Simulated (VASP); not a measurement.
# Ta4Br (Immm) in VASP: single point with PBE

Aim: the single point of Ta4Br with PBE.

Everything below comes from runs of VASP 6.6.1. Logs are shortened: lines on timing, memory, paths and dates and some standing lists are left out, and cuts for length are marked.

## 1. The cell of the first run

It takes space group Immm (No. 71, orthorhombic). The conventional cell has a = 3.806 Å, b = 6.320 Å, c = 7.292 Å, α = 90.00°, β = 90.00°, γ = 90.00°. Ta (site symmetry m) has 4 Ta at 2.30 to 2.48 Å and 3 Br at 2.78 to 2.94 Å within 3.0 Å. Br (site symmetry mmm) has 12 Ta at 2.78 to 2.94 Å and 2 Br at 3.81 Å within 3.9 Å.

The cell was generated, and may not be a known phase.

## 2. Single point, PBE, collinear spin

File INCAR:

```
SYSTEM = Ta4Br
  PREC = Accurate
  ENCUT = 520
  EDIFF = 1E-7
  ISMEAR = 0
  SIGMA = 0.1
  LREAL = .FALSE.
  LASPH = .TRUE.
  NELM = 150
  ALGO = Normal
  ISIF = 2
  LWAVE = .FALSE.
  LCHARG = .FALSE.
  ISPIN = 2
  MAGMOM = 1 1 1 1 0
  LORBIT = 11
  LMAXMIX = 4
  GGA = PE
  NBANDS = 38
```

File KPOINTS:

```
regular mesh
0
G
  6 6 6
  0 0 0
```

File POSCAR:

```
Ta4Br
1.0
   -1.9028784900      3.1601259000      3.6457765400
    1.9028784900     -3.1601259000      3.6457765400
    1.9028784900      3.1601259000     -3.6457765400
Ta Br
4 1
Direct
    0.5380028500      0.3421335800      0.1958692700
    0.1462643100      0.3421335800      0.8041307300
    0.8537356900      0.6578664200      0.1958692700
    0.4619971500      0.6578664200      0.8041307300
    0.0000000000      0.0000000000      0.0000000000
```

Potentials or basis: VASP PAW PBE potentials, release 64 (Ta_pv, Br).

Launch:

```sh
> cat potpaw_PBE.64/Ta_pv/POTCAR potpaw_PBE.64/Br/POTCAR > POTCAR
> mpirun -np 1 vasp_std > vasp.out
```

OUTCAR:

```text
SYSTEM = Ta4Br
   PREC = Accurate
   ENCUT = 520
   EDIFF = 1E-7
   ISMEAR = 0
   LREAL = .FALSE.
   LASPH = .TRUE.
   NELM = 150
   ISIF = 2
   ISPIN = 2
   LORBIT = 11
   GGA = PE

 ion  position               nearest neighbor table
   1  0.538  0.342  0.196-   3 2.30   4 2.43   4 2.43   2 2.48   5 2.78   5 2.94   5 2.94   4 3.38

   2  0.146  0.342  0.804-   4 2.30   3 2.43   3 2.43   1 2.48   5 2.78   5 2.94   5 2.94   3 3.38

   3  0.854  0.658  0.196-   1 2.30   2 2.43   2 2.43   4 2.48   5 2.78   5 2.94   5 2.94   2 3.38

   4  0.462  0.658  0.804-   2 2.30   1 2.43   1 2.43   3 2.48   5 2.78   5 2.94   5 2.94   1 3.38

   5  0.000  0.000  0.000-   1 2.78   4 2.78   3 2.78   2 2.78   2 2.94   3 2.94   2 2.94   3 2.94
                             1 2.94   4 2.94   1 2.94   4 2.94

  LATTYP: Found a body centered orthorhombic cell.
 ALAT       =     3.8057569800
 B/A-ratio  =     1.6607081937
 C/A-ratio  =     1.9159271384

  Lattice vectors:

 A1 = (  -1.9028784900,   3.1601259000,   3.6457765400)
 A2 = (   1.9028784900,  -3.1601259000,   3.6457765400)
 A3 = (   1.9028784900,   3.1601259000,  -3.6457765400)

Analysis of symmetry for initial positions (statically):
=====================================================================
 Subroutine PRICEL returns:
 Original cell was already a primitive cell.

 Routine SETGRP: Setting up the symmetry group for a
 body centered orthorhombic supercell.

 Subroutine GETGRP returns: Found  8 space group operations
 (whereof  8 operations were pure point group operations)
 out of a pool of  8 trial point group operations.

The static configuration has the point symmetry D_2h.

Analysis of symmetry for dynamics (positions and initial velocities):
=====================================================================
 Subroutine PRICEL returns:
 Original cell was already a primitive cell.

 Routine SETGRP: Setting up the symmetry group for a
 body centered orthorhombic supercell.

 Subroutine GETGRP returns: Found  8 space group operations
 (whereof  8 operations were pure point group operations)
 out of a pool of  8 trial point group operations.

The dynamic configuration has the point symmetry D_2h.

Analysis of structural, dynamic, and magnetic symmetry:
=====================================================================
 Subroutine PRICEL returns:
 Original cell was already a primitive cell.

 Routine SETGRP: Setting up the symmetry group for a
 body centered orthorhombic supercell.

 Subroutine GETGRP returns: Found  8 space group operations
 (whereof  8 operations were pure point group operations)
 out of a pool of  8 trial point group operations.

The overall configuration has the point symmetry D_2h.

 Subroutine INISYM returns: Found  8 space group operations
 (whereof  8 operations are pure point group operations),
 and found     1 'primitive' translations

----------------------------------------------------------------------------------------

                                     Primitive cell

  volume of cell :      87.6931

  direct lattice vectors                    reciprocal lattice vectors
    -1.902878490  3.160125900  3.645776540     0.000000000  0.158221544  0.137144994
     1.902878490 -3.160125900  3.645776540     0.262759815  0.000000000  0.137144994
     1.902878490  3.160125900 -3.645776540     0.262759815  0.158221544  0.000000000

  length of vectors
     5.186427367  5.186427367  5.186427367     0.209386739  0.296397486  0.306719379

  position of ions in fractional coordinates (direct lattice)
     0.538002850  0.342133580  0.195869270
     0.146264310  0.342133580  0.804130730
     0.853735690  0.657866420  0.195869270
     0.461997150  0.657866420  0.804130730
     0.000000000  0.000000000  0.000000000

  ion indices of the primitive-cell ions
   primitive index   ion index
                 1           1
                 2           2
                 3           3
                 4           4
                 5           5

----------------------------------------------------------------------------------------

 KPOINTS: regular mesh

Automatic generation of k-mesh.
 Grid dimensions read from file:
 generate k-points for:    6    6    6

 Generating k-lattice:

  Cartesian coordinates                     Fractional coordinates (reciprocal lattice)
     0.000000000  0.026370257  0.022857499     0.166666667  0.000000000  0.000000000
     0.043793303  0.000000000  0.022857499     0.000000000  0.166666667  0.000000000
     0.043793303  0.026370257  0.000000000     0.000000000  0.000000000  0.166666667

  Length of vectors
     0.034897790  0.049399581  0.051119896

  Shift w.r.t. Gamma in fractional coordinates (k-lattice)
     0.000000000  0.000000000  0.000000000

 Subroutine IBZKPT returns following result:
 ===========================================

 Found     46 irreducible k-points:

 Following reciprocal coordinates:
            Coordinates               Weight
  0.000000  0.000000  0.000000      1.000000
  0.166667 -0.000000  0.000000      4.000000
  0.333333  0.000000 -0.000000      4.000000
  0.500000  0.000000 -0.000000      2.000000
 -0.000000  0.166667  0.000000      4.000000
  0.166667  0.166667  0.000000      8.000000
[... 16 lines left out ...]
 -0.166667  0.166667  0.166667      2.000000
  0.166667  0.333333  0.166667      4.000000
 [... further k-points ...]
   k-points           NKPTS =     46   k-points in BZ     NKDIM =     46   number of bands    NBANDS=     38
   number of dos      NEDOS =    301   number of ions     NIONS =      5
   total plane-waves  NPLWV =  64000
   dimension x,y,z NGX =    40 NGY =   40 NGZ =   40
   dimension x,y,z NGXF=    80 NGYF=   80 NGZF=   80
   ions per type =               4   1
   NGX,Y,Z   is equivalent  to a cutoff of  12.82, 12.82, 12.82 a.u.
   NGXF,Y,Z  is equivalent  to a cutoff of  25.64, 25.64, 25.64 a.u.
 SYSTEM =  Ta4Br
   PREC   = accura    normal or accurate (medium, high low for compatibility)
   ISTART =      0    job   : 0-new  1-cont  2-samecut
   ICHARG =      2    charge: 1-file 2-atom 10-const
   ISPIN  =      2    spin polarized calculation?
   LNONCOLLINEAR =      F non collinear calculations
   LSORBIT =      F    spin-orbit coupling
   LASPH  =      T    aspherical Exc in radial PAW
   ENCUT  =  520.0 eV  38.22 Ry    6.18 a.u.   9.64  9.64  9.64*2*pi/ulx,y,z
   NELM   =    150;   NELMIN=  2; NELMDL= -5     # of ELM steps
   EDIFF  = 0.1E-06   stopping-criterion for ELM
   LREAL  =      F    real-space projection
   EDIFFG = 0.1E-05   stopping-criterion for IOM
   NSW    =      0    number of steps for IOM
   IBRION =     -1    ionic relax: 0-MD 1-quasi-New 2-CG
   NFREE  =      0    steps in history (QN), initial steepest desc. (CG)
   ISIF   =      2    stress and relaxation
   ISYM   =      2    0-nonsym 1-usesym 2-fastsym
   POTIM  = 0.5000    time-step for ionic-motion
   TEBEG  =    0.0;   TEEND  =   0.0 temperature during run
   PSTRESS=    0.0 pullay stress
   NELECT =      51.0000    total number of electrons
   NUPDOWN=      -1.0000    fix difference up-down
   EMIN   =  10.00;   EMAX   =-10.00  energy-range for DOS
   EFERMI =   0.00;   METHOD = LEGACY
   ISMEAR =     0;   SIGMA  =   0.10  broadening in eV -4-tet -1-fermi 0-gaus
   EFERMI_NEDOS =   21; number of points for ismear=-14 and -15
   IALGO  =     38    algorithm
   IMIX   =      4    mixing-type and parameters
     AMIX     =   0.40;   BMIX     =  1.00
     AMIX_MAG =   1.60;   BMIX_MAG =  1.00
  volume/ion in A,a.u.               =      17.54       118.36
  Fermi-wavevector in a.u.,A,eV,Ry     =   1.366500  2.582311 25.406473  1.867323
  Thomas-Fermi vector in A             =   2.492635
   LORBIT       =     11    0 simple, 1 ext, 2 COOP (PROOUT), +10 PAW based schemes
   GGA     = PE    functional components
   LHFCALC =     F    Hartree Fock is set to
   AEXX    =    0.0000 exact exchange contribution
   IVDW    =     0    specifies the selected vdW correction
   LEPSILON=     F    determine dielectric tensor
   LRPA    =     F    only Hartree local field effects (RPA)
 spin polarized calculation
 Gauss-broadening in eV      SIGMA  =   0.10
  energy-cutoff  :      520.00
  volume of cell :       87.69
 maximum number of plane-waves:      2381
 NGX is ok and might be reduce to    40
   NGX = 19   NGY = 19   NGZ = 19

 number of electron      50.9999999 magnetization      -0.0736893

 number of electron      50.9999999 magnetization       0.0005696

 Free energy of the ion-electron system (eV)
  ---------------------------------------------------
  ext. energy  EPLUGINS =         0.00000000
  ---------------------------------------------------
  free energy    TOTEN  =       -35.29040302 eV

  energy without entropy =      -35.25964738  energy(sigma->0) =      -35.27502520

 E-fermi :   6.4503     XC(G=0): -12.2136

 val. band max:        6.4500205764   @ k =  -0.3333   0.5000   0.1667
 cond. band min:       6.4600300491   @ k =   0.5000  -0.3333   0.3333
 fundamental gap:      0.0100094727
 Fermi energy:         6.4503350813

 spin component 1

 k-point     1 :       0.0000    0.0000    0.0000
  band No.  band energies     occupation
      1     -28.9646      1.00000
      2     -28.1578      1.00000
      3     -28.1073      1.00000
      4     -27.9911      1.00000
      5     -27.9332      1.00000
      6     -27.8359      1.00000
[... 29 lines left out ...]
     36      11.1086      0.00000
     37      12.5975      0.00000

 k-point     2 :       0.1667   -0.0000    0.0000
  band No.  band energies     occupation
      1     -28.9193      1.00000
      2     -28.2350      1.00000
      3     -28.1043      1.00000
      4     -28.0044      1.00000
      5     -27.9816      1.00000
      6     -27.7584      1.00000
[... 29 lines left out ...]
     36      12.0758      0.00000
     37      12.2891      0.00000
[... 838 lines left out ...]
     36      12.4844      0.00000
     37      12.6117      0.00000

 k-point    24 :       0.1667    0.3333    0.1667
  band No.  band energies     occupation
      1     -28.8845      1.00000
      2     -28.7202      1.00000
      3     -28.1153      1.00000
      4     -28.0452      1.00000
      5     -27.8542      1.00000
      6     -27.4353      1.00000
[... 29 lines left out ...]
     36      10.9276      0.00000
     37      11.8835      0.00000

 [... further k-points ...]

 spin component 2

 k-point     1 :       0.0000    0.0000    0.0000
  band No.  band energies     occupation
      1     -28.9645      1.00000
      2     -28.1577      1.00000
      3     -28.1072      1.00000
      4     -27.9910      1.00000
      5     -27.9330      1.00000
      6     -27.8357      1.00000
[... 29 lines left out ...]
     36      11.1086      0.00000
     37      12.5976      0.00000

 k-point     2 :       0.1667   -0.0000    0.0000
  band No.  band energies     occupation
      1     -28.9191      1.00000
      2     -28.2349      1.00000
      3     -28.1042      1.00000
      4     -28.0043      1.00000
      5     -27.9814      1.00000
      6     -27.7582      1.00000
[... 29 lines left out ...]
     36      12.0759      0.00000
     37      12.2892      0.00000
[... 838 lines left out ...]
     36      12.4844      0.00000
     37      12.6118      0.00000

 k-point    24 :       0.1667    0.3333    0.1667
  band No.  band energies     occupation
      1     -28.8844      1.00000
      2     -28.7201      1.00000
      3     -28.1151      1.00000
      4     -28.0451      1.00000
      5     -27.8541      1.00000
      6     -27.4352      1.00000
[... 29 lines left out ...]
     36      10.9277      0.00000
     37      11.8836      0.00000

 [... further k-points ...]

 [bands above 37 left out]

------------------------ aborting loop because EDIFF is reached ----------------------------------------

  FORCE on cell =-STRESS in cart. coord.  units (eV):
  Direction    XX          YY          ZZ          XY          YZ          ZX
  --------------------------------------------------------------------------------------
  -------------------------------------------------------------------------------------
  Total       20.3804394     22.2166828     41.1289004     -0.0000000      0.0000000      0.0000000
  in kB      372.3562485    405.9049213    751.4363524     -0.0000000      0.0000000      0.0000000
  external PRESSURE =     509.8991740 kB  Pullay stress =       0.0000000 kB

 VOLUME and BASIS-vectors are now :
 -----------------------------------------------------------------------------
  energy-cutoff  :      520.00
  volume of cell :       87.69
      direct lattice vectors                 reciprocal lattice vectors
    -1.902878490  3.160125900  3.645776540     0.000000000  0.158221544  0.137144994
     1.902878490 -3.160125900  3.645776540     0.262759815  0.000000000  0.137144994
     1.902878490  3.160125900 -3.645776540     0.262759815  0.158221544  0.000000000

 POSITION                                       TOTAL-FORCE (eV/Angst)
 -----------------------------------------------------------------------------------
      0.00000      1.23794      2.49469         0.000000      2.116432     -0.711161
      1.90288      1.92218     -1.15109         0.000000     -2.116432     -0.711161
     -0.00000      1.23794      4.79687        -0.000000      2.116432      0.711161
      1.90288      1.92218      1.15109         0.000000     -2.116432      0.711161
      0.00000      0.00000      0.00000         0.000000     -0.000000     -0.000000
 -----------------------------------------------------------------------------------
    total drift:                                0.000000      0.000000     -0.000000

  FREE ENERGIE OF THE ION-ELECTRON SYSTEM (eV)
  ---------------------------------------------------
  free  energy   TOTEN  =       -35.2904030228 eV

  energy  without entropy=      -35.2596473819  energy(sigma->0) =      -35.27502520

 total charge

# of ion       s       p       d       tot
------------------------------------------
    1        0.468   6.088   2.973   9.528
    2        0.468   6.088   2.973   9.528
    3        0.468   6.088   2.973   9.528
    4        0.468   6.088   2.973   9.528
    5        1.660   3.013   0.197   4.870
--------------------------------------------------
tot          3.530  27.365  12.088  42.983

 magnetization (x)

# of ion       s       p       d       tot
------------------------------------------
    1        0.000   0.000   0.000   0.000
    2        0.000   0.000   0.000   0.000
    3        0.000   0.000   0.000   0.000
    4        0.000   0.000   0.000   0.000
    5        0.000   0.000  -0.000   0.000
--------------------------------------------------
tot          0.000   0.000   0.000   0.000
```

Run time: 6.9 min. Hardware: 1 thread of Intel Xeon 8259CL, shared host; peak memory 0.43 GiB.

Results:

```
Free energy                                           : -35.2904 eV
Pressure                                              : 51.0 GPa
Largest force                                         : 2.233 eV/Å
Net moment                                            : 0.00 μB per cell
Valence electrons inside the program's atomic spheres : Ta 9.53; Br 4.87
```

Forces on the atoms (eV/Å):
```
Ta   0.000  2.116 -0.711
Ta   0.000 -2.116 -0.711
Ta   0.000  2.116  0.711
Ta   0.000 -2.116  0.711
Br   0.000  0.000  0.000
```

Caveat: the stress differs along the axes, from 37 to 75 GPa; spin-orbit coupling is left out, which moves the levels of the heavy elements; forces of over 1 eV/Å act on the atoms, so gaps and moduli don't describe the material at rest.
